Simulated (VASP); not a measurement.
# WC in VASP: notebook

Aim: see how the results for WC move with the level of theory and the settings. Levels: PBE, PBEsol. Tasks: single point.

Everything below comes from runs of VASP 6.6.1. Logs are shortened: lines on timing, memory, paths and dates and some standing lists are left out, and cuts for length are marked.

### Step 1. The cell of the first run

Symmetry: Fm-3m, No. 225, cubic system. Conventional cell: a = 4.471 Å, b = 4.471 Å, c = 4.471 Å, α = 90.00°, β = 90.00°, γ = 90.00°. Within 3.0 Å of W (site symmetry m-3m) lie 6 C at 2.24 Å. C (site symmetry m-3m) has 6 W at 2.24 Å within 3.0 Å.

### Step 2. Single point, PBE

Input file INCAR:

```
SYSTEM = WC
PREC = Accurate ; ENCUT = 520
EDIFF = 1E-6 ; ISMEAR = -1
SIGMA = 0.05 ; LREAL = .FALSE.
LASPH = .TRUE. ; NELM = 100
ALGO = Normal ; ISIF = 2
LWAVE = .FALSE. ; LCHARG = .FALSE.
GGA = PE ; NBANDS = 16
```

Input file KPOINTS:

```
Automatic mesh
0
G
  10 10 10
  0 0 0
```

Input file POSCAR:

```
WC
1.0
    0.0000000000      2.2356887219      2.2356887219
    2.2356887219      0.0000000000      2.2356887219
    2.2356887219      2.2356887219      0.0000000000
W C
1 1
Direct
    0.0000000000      0.0000000000      0.0000000000
    0.5000000000      0.5000000000      0.5000000000
```

Potentials or basis: VASP PAW PBE potentials, release 64 (W_sv, C).

Launch:

```
> cat potpaw_PBE.64/W_sv/POTCAR potpaw_PBE.64/C/POTCAR > POTCAR
> mpirun -np 1 vasp_std > vasp.out
```

OUTCAR:

```text
SYSTEM = WC
   PREC = Accurate
   ENCUT = 520
   EDIFF = 1E-6
   ISMEAR = -1
   LREAL = .FALSE.
   LASPH = .TRUE.
   NELM = 100
   ISIF = 2
   GGA = PE

 ion  position               nearest neighbor table
   1  0.000  0.000  0.000-   2 2.24   2 2.24   2 2.24   2 2.24   2 2.24   2 2.24
   2  0.500  0.500  0.500-   1 2.24   1 2.24   1 2.24   1 2.24   1 2.24   1 2.24

  LATTYP: Found a face centered cubic cell.
 ALAT       =     4.4713774438

  Lattice vectors:

 A1 = (   0.0000000000,   2.2356887219,   2.2356887219)
 A2 = (   2.2356887219,   0.0000000000,   2.2356887219)
 A3 = (   2.2356887219,   2.2356887219,   0.0000000000)

Analysis of symmetry for initial positions (statically):
=====================================================================
 Subroutine PRICEL returns:
 Original cell was already a primitive cell.

 Routine SETGRP: Setting up the symmetry group for a
 face centered cubic supercell.

 Subroutine GETGRP returns: Found 48 space group operations
 (whereof 48 operations were pure point group operations)
 out of a pool of 48 trial point group operations.

The static configuration has the point symmetry O_h .

Analysis of symmetry for dynamics (positions and initial velocities):
=====================================================================
 Subroutine PRICEL returns:
 Original cell was already a primitive cell.

 Routine SETGRP: Setting up the symmetry group for a
 face centered cubic supercell.

 Subroutine GETGRP returns: Found 48 space group operations
 (whereof 48 operations were pure point group operations)
 out of a pool of 48 trial point group operations.

The dynamic configuration has the point symmetry O_h .

 Subroutine INISYM returns: Found 48 space group operations
 (whereof 48 operations are pure point group operations),
 and found     1 'primitive' translations

----------------------------------------------------------------------------------------

                                     Primitive cell

  volume of cell :      22.3493

  direct lattice vectors                    reciprocal lattice vectors
     0.000000000  2.235688722  2.235688722    -0.223644730  0.223644730  0.223644730
     2.235688722  0.000000000  2.235688722     0.223644730 -0.223644730  0.223644730
     2.235688722  2.235688722  0.000000000     0.223644730  0.223644730 -0.223644730

  length of vectors
     3.161741312  3.161741312  3.161741312     0.387364035  0.387364035  0.387364035

  position of ions in fractional coordinates (direct lattice)
     0.000000000  0.000000000  0.000000000
     0.500000000  0.500000000  0.500000000

  ion indices of the primitive-cell ions
   primitive index   ion index
                 1           1
                 2           2

----------------------------------------------------------------------------------------

 KPOINTS: Automatic mesh

Automatic generation of k-mesh.
 Grid dimensions read from file:
 generate k-points for:   10   10   10

 Generating k-lattice:

  Cartesian coordinates                     Fractional coordinates (reciprocal lattice)
    -0.022364473  0.022364473  0.022364473     0.100000000  0.000000000  0.000000000
     0.022364473 -0.022364473  0.022364473     0.000000000  0.100000000  0.000000000
     0.022364473  0.022364473 -0.022364473     0.000000000  0.000000000  0.100000000

  Length of vectors
     0.038736403  0.038736403  0.038736403

  Shift w.r.t. Gamma in fractional coordinates (k-lattice)
     0.000000000  0.000000000  0.000000000

 Subroutine IBZKPT returns following result:
 ===========================================

 Found     47 irreducible k-points:

 Following reciprocal coordinates:
            Coordinates               Weight
  0.000000  0.000000  0.000000      1.000000
  0.100000  0.000000  0.000000      8.000000
  0.200000  0.000000  0.000000      8.000000
  0.300000  0.000000  0.000000      8.000000
  0.400000  0.000000  0.000000      8.000000
  0.500000  0.000000  0.000000      4.000000
[... 16 lines left out ...]
  0.300000  0.300000  0.000000      6.000000
  0.400000  0.300000  0.000000     24.000000
 [... further k-points ...]
   k-points           NKPTS =     47   k-points in BZ     NKDIM =     47   number of bands    NBANDS=     16
   number of dos      NEDOS =    301   number of ions     NIONS =      2
   total plane-waves  NPLWV =  13824
   dimension x,y,z NGX =    24 NGY =   24 NGZ =   24
   dimension x,y,z NGXF=    48 NGYF=   48 NGZF=   48
   ions per type =               1   1
   NGX,Y,Z   is equivalent  to a cutoff of  12.62, 12.62, 12.62 a.u.
   NGXF,Y,Z  is equivalent  to a cutoff of  25.24, 25.24, 25.24 a.u.
 SYSTEM =  WC
   PREC   = accura    normal or accurate (medium, high low for compatibility)
   ISTART =      0    job   : 0-new  1-cont  2-samecut
   ICHARG =      2    charge: 1-file 2-atom 10-const
   ISPIN  =      1    spin polarized calculation?
   LNONCOLLINEAR =      F non collinear calculations
   LSORBIT =      F    spin-orbit coupling
   LASPH  =      T    aspherical Exc in radial PAW
   ENCUT  =  520.0 eV  38.22 Ry    6.18 a.u.   5.88  5.88  5.88*2*pi/ulx,y,z
   NELM   =    100;   NELMIN=  2; NELMDL= -5     # of ELM steps
   EDIFF  = 0.1E-05   stopping-criterion for ELM
   LREAL  =      F    real-space projection
   EDIFFG = 0.1E-04   stopping-criterion for IOM
   NSW    =      0    number of steps for IOM
   IBRION =     -1    ionic relax: 0-MD 1-quasi-New 2-CG
   NFREE  =      0    steps in history (QN), initial steepest desc. (CG)
   ISIF   =      2    stress and relaxation
   ISYM   =      2    0-nonsym 1-usesym 2-fastsym
   POTIM  = 0.5000    time-step for ionic-motion
   TEBEG  =    0.0;   TEEND  =   0.0 temperature during run
   PSTRESS=    0.0 pullay stress
   NELECT =      18.0000    total number of electrons
   NUPDOWN=      -1.0000    fix difference up-down
   EMIN   =  10.00;   EMAX   =-10.00  energy-range for DOS
   EFERMI =   0.00;   METHOD = LEGACY
   ISMEAR =    -1;   SIGMA  =   0.05  broadening in eV -4-tet -1-fermi 0-gaus
   EFERMI_NEDOS =   21; number of points for ismear=-14 and -15
   IALGO  =     38    algorithm
   IMIX   =      4    mixing-type and parameters
     AMIX     =   0.40;   BMIX     =  1.00
     AMIX_MAG =   1.60;   BMIX_MAG =  1.00
  volume/ion in A,a.u.               =      11.17        75.41
  Fermi-wavevector in a.u.,A,eV,Ry     =   1.523156  2.878347 31.565566  2.320004
  Thomas-Fermi vector in A             =   2.631637
   LORBIT       =      0    0 simple, 1 ext, 2 COOP (PROOUT), +10 PAW based schemes
   GGA     = PE    functional components
   LHFCALC =     F    Hartree Fock is set to
   AEXX    =    0.0000 exact exchange contribution
   IVDW    =     0    specifies the selected vdW correction
   LEPSILON=     F    determine dielectric tensor
   LRPA    =     F    only Hartree local field effects (RPA)
 non-spin polarized calculation
  energy-cutoff  :      520.00
  volume of cell :       22.35
 maximum number of plane-waves:       620
   NGX = 11   NGY = 11   NGZ = 11

 number of electron      18.0000001 magnetization

 Free energy of the ion-electron system (eV)
  ---------------------------------------------------
  ext. energy  EPLUGINS =         0.00000000
  ---------------------------------------------------
  free energy    TOTEN  =       -21.49041416 eV

  energy without entropy =      -21.48353466  energy(sigma->0) =      -21.48697441

 E-fermi :  11.5657     XC(G=0): -13.3923

 val. band max:       11.4654072185   @ k =   0.3000   0.2000   0.1000
 cond. band min:      11.6173976475   @ k =  -0.3000   0.3000   0.1000
 fundamental gap:      0.1519904290
 Fermi energy:        11.5657375204

 k-point     1 :       0.0000    0.0000    0.0000
  band No.  band energies     occupation
      1     -63.9478      2.00000
      2     -27.9445      2.00000
      3     -27.9445      2.00000
      4     -27.9445      2.00000
      5      -3.7653      2.00000
      6       8.9947      2.00000
[... 8 lines left out ...]
     15      21.2711      0.00000
     16      33.6851      0.00000

 k-point     2 :       0.1000    0.0000    0.0000
  band No.  band energies     occupation
      1     -63.9450      2.00000
      2     -27.9906      2.00000
      3     -27.9496      2.00000
      4     -27.9496      2.00000
      5      -3.5078      2.00000
      6       8.1193      2.00000
[... 8 lines left out ...]
     15      21.8570      0.00000
     16      31.2003      0.00000

 k-point     3 :       0.2000    0.0000    0.0000
  band No.  band energies     occupation
      1     -63.9382      2.00000
      2     -28.1095      2.00000
      3     -27.9630      2.00000
      4     -27.9630      2.00000
      5      -2.7766      2.00000
      6       6.4983      2.00000
[... 8 lines left out ...]
     15      23.0640      0.00000
     16      28.5065      0.00000

 k-point     4 :       0.3000    0.0000    0.0000
  band No.  band energies     occupation
      1     -63.9298      2.00000
      2     -28.2533      2.00000
      3     -27.9794      2.00000
      4     -27.9794      2.00000
      5      -1.6857      2.00000
      6       4.7852      2.00000
[... 8 lines left out ...]
     15      23.4679      0.00000
     16      26.4460      0.00000

 k-point     5 :       0.4000    0.0000    0.0000
  band No.  band energies     occupation
      1     -63.9230      2.00000
      2     -28.3671      2.00000
      3     -27.9927      2.00000
      4     -27.9927      2.00000
      5      -0.4161      2.00000
      6       3.1976      2.00000
[... 8 lines left out ...]
     15      24.0437      0.00000
     16      24.0746      0.00000

 k-point     6 :       0.5000    0.0000    0.0000
  band No.  band energies     occupation
      1     -63.9204      2.00000
      2     -28.4100      2.00000
      3     -27.9977      2.00000
      4     -27.9977      2.00000
      5       0.4494      2.00000
      6       2.2404      2.00000
[... 8 lines left out ...]
     15      22.9826      0.00000
     16      22.9826      0.00000

 k-point     7 :       0.1000    0.1000    0.0000
  band No.  band energies     occupation
      1     -63.9442      2.00000
      2     -27.9874      2.00000
      3     -27.9606      2.00000
      4     -27.9606      2.00000
      5      -3.4290      2.00000
      6       7.7509      2.00000
[... 8 lines left out ...]
     15      22.0626      0.00000
     16      31.1454      0.00000

 k-point     8 :       0.2000    0.1000    0.0000
  band No.  band energies     occupation
      1     -63.9387      2.00000
      2     -28.0757      2.00000
      3     -27.9786      2.00000
      4     -27.9698      2.00000
      5      -2.8790      2.00000
      6       6.3900      2.00000
[... 8 lines left out ...]
     15      23.1500      0.00000
     16      28.2525      0.00000

 k-point     9 :       0.3000    0.1000    0.0000
  band No.  band energies     occupation
      1     -63.9309      2.00000
      2     -28.2073      2.00000
      3     -27.9968      2.00000
      4     -27.9860      2.00000
      5      -1.9538      2.00000
      6       5.0436      2.00000
[... 8 lines left out ...]
     15      23.5940      0.00000
     16      26.3645      0.00000
[... 172 lines left out ...]
 k-point    19 :       0.5000    0.2000    0.0000
  band No.  band energies     occupation
      1     -63.9172      2.00000
      2     -28.3440      2.00000
      3     -28.0902      2.00000
      4     -28.0373      2.00000
      5      -0.4426      2.00000
      6       3.5859      2.00000
[... 8 lines left out ...]
     15      22.0206      0.00000
     16      24.9689      0.00000

 k-point    20 :      -0.4000    0.2000    0.0000
  band No.  band energies     occupation
      1     -63.9166      2.00000
      2     -28.3464      2.00000
      3     -28.1148      2.00000
      4     -28.0219      2.00000
      5      -0.1383      2.00000
      6       3.2360      2.00000
[... 8 lines left out ...]
     15      23.0375      0.00000
     16      23.9461      0.00000

 k-point    21 :      -0.3000    0.2000    0.0000
  band No.  band energies     occupation
      1     -63.9203      2.00000
      2     -28.2978      2.00000
      3     -28.1122      2.00000
      4     -27.9982      2.00000
      5      -0.5966      2.00000
      6       3.6426      2.00000
[... 8 lines left out ...]
     15      23.4715      0.00000
     16      23.8085      0.00000

 k-point    22 :      -0.2000    0.2000    0.0000
  band No.  band energies     occupation
      1     -63.9268      2.00000
      2     -28.2280      2.00000
      3     -28.0710      2.00000
      4     -27.9751      2.00000
      5      -1.4633      2.00000
      6       4.5981      2.00000
[... 8 lines left out ...]
     15      23.8054      0.00000
     16      24.1625      0.00000

 k-point    23 :       0.3000    0.3000    0.0000
  band No.  band energies     occupation
      1     -63.9238      2.00000
      2     -28.2261      2.00000
      3     -28.0541      2.00000
      4     -28.0541      2.00000
      5      -1.7614      2.00000
      6       4.7043      2.00000
[... 8 lines left out ...]
     15      23.4435      0.00000
     16      26.5201      0.00000

 k-point    24 :       0.4000    0.3000    0.0000
  band No.  band energies     occupation
      1     -63.9184      2.00000
      2     -28.2869      2.00000
      3     -28.0860      2.00000
      4     -28.0720      2.00000
      5      -1.4345      2.00000
      6       4.7888      2.00000
[... 8 lines left out ...]
     15      22.7806      0.00000
     16      26.3164      0.00000

 [... further k-points ...]
[... 5 lines left out ...]
  --------------------------------------------------------------------------------------
  -------------------------------------------------------------------------------------
  Total       -2.6826638     -2.6826638     -2.6826638      0.0000000     -0.0000000      0.0000000
  in kB     -192.3148536   -192.3148536   -192.3148536      0.0000000     -0.0000000      0.0000000
  external PRESSURE =    -192.3148536 kB  Pullay stress =       0.0000000 kB

 VOLUME and BASIS-vectors are now :
 -----------------------------------------------------------------------------
  energy-cutoff  :      520.00
  volume of cell :       22.35
      direct lattice vectors                 reciprocal lattice vectors
     0.000000000  2.235688722  2.235688722    -0.223644730  0.223644730  0.223644730
     2.235688722  0.000000000  2.235688722     0.223644730 -0.223644730  0.223644730
     2.235688722  2.235688722  0.000000000     0.223644730  0.223644730 -0.223644730

 POSITION                                       TOTAL-FORCE (eV/Angst)
 -----------------------------------------------------------------------------------
      0.00000      0.00000      0.00000         0.000000      0.000000     -0.000000
      2.23569      2.23569      2.23569         0.000000      0.000000      0.000000
 -----------------------------------------------------------------------------------
    total drift:                                0.000000     -0.000000     -0.000000

  FREE ENERGIE OF THE ION-ELECTRON SYSTEM (eV)
  ---------------------------------------------------
  free  energy   TOTEN  =       -21.4904141618 eV

  energy  without entropy=      -21.4835346578  energy(sigma->0) =      -21.48697441
```

Run time: 7.6 s. Hardware: 1 thread of Intel Xeon 6975P-C (Granite Rapids), shared host; peak memory 0.15 GiB.

Results:

* Free energy: -21.4904 eV
* Pressure: -19.2 GPa
* Band gap on the k mesh: zero (band 9 reaches 12.46 eV, above the bottom of band 10 at 9.56 eV)

Caveat: spin-orbit coupling is left out, which moves the levels of the heavy elements.

### Step 3. Single point, PBE (atoms moved at random)

Input file INCAR:

```
SYSTEM = WC
ALGO = Normal
EDIFF = 1E-6
ENCUT = 520
GGA = PE
ISIF = 2
ISMEAR = -1
LASPH = .TRUE.
LCHARG = .TRUE.
LELF = .TRUE.
LREAL = .FALSE.
LVHAR = .TRUE.
LWAVE = .FALSE.
NBANDS = 16
NELM = 80
PREC = Accurate
SIGMA = 0.05
```

Input file KPOINTS:

```
k-points
0
G
  10 10 10
  0 0 0
```

Input file POSCAR:

```
WC
1.0
    0.0000000000      2.1926840000      2.1926840000
    2.1926840000      0.0000000000      2.1926840000
    2.1926840000      2.1926840000      0.0000000000
W C
1 1
Direct
   -0.0174180000     -0.0048180000      0.0027980000
    0.5174460000      0.5059440000      0.4867750000
```

Potentials or basis: VASP PAW PBE potentials, release 64 (W_sv, C).

Launch:

```
> cat potpaw_PBE.64/W_sv/POTCAR potpaw_PBE.64/C/POTCAR > POTCAR
> mpirun -np 1 vasp_std > vasp.out
```

Wall time 46 s (1 thread of Intel Xeon 6975P-C (Granite Rapids), shared host); peak memory 0.28 GiB.

It converged, with:

| Quantity | Value |
| --- | --- |
| Free energy | -21.5321 eV |
| Pressure | 1.4 GPa |
| Largest force | 0.733 eV/Å |
| Band gap on the k mesh | zero (band 9 reaches 13.43 eV, above the bottom of band 10 at 10.37 eV) |

Forces in eV/Å, atoms in the order of the input:
```
W   -0.078  0.286  0.670
C    0.078 -0.286 -0.670
```

Stress tensor (GPa, compression positive):
```
-0.66 -0.02  0.00
-0.02  0.17 -0.02
 0.00 -0.02  4.57
```

Levels at points of the mesh, in eV from the Fermi level:
| k point | band 7 | band 8 | band 9 | band 10 | band 11 | band 12 |
| --- | --- | --- | --- | --- | --- | --- |
| (0.00, 0.00, 0.00) | -3.04 | -2.76 | -2.05 | -1.23 | -0.74 | -0.49 |
| (0.50, 0.00, 0.00) | -6.61 | -6.60 | 1.01 | 1.05 | 2.32 | 4.84 |
| (0.00, 0.50, 0.00) | -6.58 | -6.53 | 0.99 | 1.03 | 2.29 | 4.68 |
| (0.00, 0.00, 0.50) | -6.58 | -6.53 | 0.99 | 1.03 | 2.29 | 4.70 |
| (0.50, 0.50, 0.50) | -6.61 | -6.57 | 1.00 | 1.05 | 2.31 | 4.79 |
| (0.50, 0.50, 0.00) | -5.59 | -2.55 | -2.49 | 0.88 | 2.25 | 2.25 |
| (0.00, 0.50, 0.50) | -5.62 | -2.65 | -2.29 | 1.00 | 2.25 | 2.25 |
| (0.50, 0.00, 0.50) | -5.62 | -2.63 | -2.33 | 0.98 | 2.25 | 2.25 |

Caveat: the cell differs from its parent crystal (atoms moved at random); spin-orbit coupling is left out, which moves the levels of the heavy elements.

### Step 4. Single point, PBEsol

This run uses another cell than the first one, of 9.59 Å³/atom, 0.858 times its volume.

Input file INCAR:

```
SYSTEM = WC
  ALGO = Normal
  EDIFF = 1E-6
  ENCUT = 520
  GGA = PS
  ISIF = 2
  ISMEAR = -1
  LASPH = .TRUE.
  LCHARG = .TRUE.
  LELF = .TRUE.
  LREAL = .FALSE.
  LVHAR = .TRUE.
  LWAVE = .FALSE.
  NBANDS = 16
  NELM = 100
  PREC = Accurate
  SIGMA = 0.05
```

KPOINTS is that of step 3.

Input file POSCAR:

```
WC
1.0
    0.0000000000      2.1244728619      2.1244728619
    2.1244728619      0.0000000000      2.1244728619
    2.1244728619      2.1244728619      0.0000000000
W C
1 1
Direct
    0.0000000000      0.0000000000      0.0000000000
    0.5000000000      0.5000000000      0.5000000000
```

Launch:

```
> cat potpaw_PBE.64/W_sv/POTCAR potpaw_PBE.64/C/POTCAR > POTCAR
> mpirun -np 1 vasp_std > vasp.out
```

It took 6.4 s on 1 thread of Intel Xeon 6975P-C (Granite Rapids), shared host; peak memory 0.14 GiB.

Results (log left out):

```yaml
Free_energy: -22.8855 eV
Pressure: 31.6 GPa
Band_gap_on_the_k_mesh: zero (band 9 reaches 15.01 eV, above the bottom of band 10 at 11.33 eV)
```

Levels at points of the mesh, in eV from the Fermi level:
| k point | band 5 | band 6 | band 7 | band 8 | band 9 | band 10 | band 11 | band 12 | band 13 | band 14 |
| --- | --- | --- | --- | --- | --- | --- | --- | --- | --- | --- |
| (0.00, 0.00, 0.00) | -16.68 | -3.19 | -3.19 | -3.19 | -1.28 | -1.28 | -1.28 | -1.12 | -1.12 | 7.58 |
| (0.50, 0.00, 0.00) | -11.35 | -10.72 | -7.34 | -7.34 | 1.20 | 1.20 | 2.69 | 4.98 | 9.85 | 9.85 |
| (0.50, 0.50, 0.00) | -14.42 | -6.62 | -5.85 | -2.69 | -2.69 | 0.98 | 2.64 | 2.64 | 6.35 | 8.56 |

Caveat: the PAW data sets were made with another functional, which shifts forces and pressure a little; spin-orbit coupling is left out, which moves the levels of the heavy elements.

### Step 5. The runs side by side

```csv
level,cell,gap on the mesh (eV),pressure (GPa)
PBE,"a = 3.162 Å, angles 60.0°, 2 atoms",none,-19.2
PBE,"a = 3.101 Å, angles 60.0°, 2 atoms",none,1.4
PBEsol,"a = 3.004 Å, angles 60.0°, 2 atoms",none,31.6
```

Alike in all rows: task single point; potentials or basis VASP PAW PBE potentials, release 64 (W_sv, C); no spin polarisation; k mesh 10 × 10 × 10; cutoff (eV) 520; smearing fermi-dirac 0.05 eV.

Caveats: spin-orbit coupling is left out, which moves the levels of the heavy elements; the PAW data sets were made with another functional, which shifts forces and pressure a little (some runs).

Absolute energies hang on the potentials; compare differences alone.
